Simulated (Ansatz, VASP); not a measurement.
## LiF: VASP beside Ansatz

```xyz
6
Lattice="4.5507 0.0000 0.0000 -2.2754 3.9410 0.0000 0.0000 0.0000 2.6838" Properties=species:S:1:pos:R:3 pbc="T T T"
Li    1.4168    2.4539    0.0000
Li    1.7172    0.0000    0.8946
Li   -0.8586    1.4871    1.7892
F    -1.4168    2.4539    0.4473
F     0.8586    1.4871    1.3419
F     2.8335    0.0000    2.2365
```

Alike in both runs: task single point; functional PBE; k mesh 6 × 6 × 6; occupations gaussian, width 0.1 eV; no spin polarisation.

|  | VASP | Ansatz |
| --- | --- | --- |
| version | VASP 6.6.1 | Ansatz 0.2.0 |
| potentials or method | VASP PAW PBE potentials, release 64 (Li_sv, F), cutoff 520 eV | scalar-relativistic, plane waves, PAW |
| valence electrons in the cell | 30 | 30 |

|  | VASP | Ansatz | Ansatz less VASP |
| --- | --- | --- | --- |
| gap on the k mesh at the Fermi level (eV) | 8.73 | 8.75 | +0.017 |
| least direct gap on the mesh (eV) | 8.75 | 8.76 | +0.015 |
| rms of the force components (eV/Å) | 0.345 | 0.336 | -0.0097 |

Atom by atom the forces differ by 0.011 eV/Å (rms over components).

Noted on VASP's run: the cutoff is under 1.25 times that of the potentials, so the pressure is a little rough.
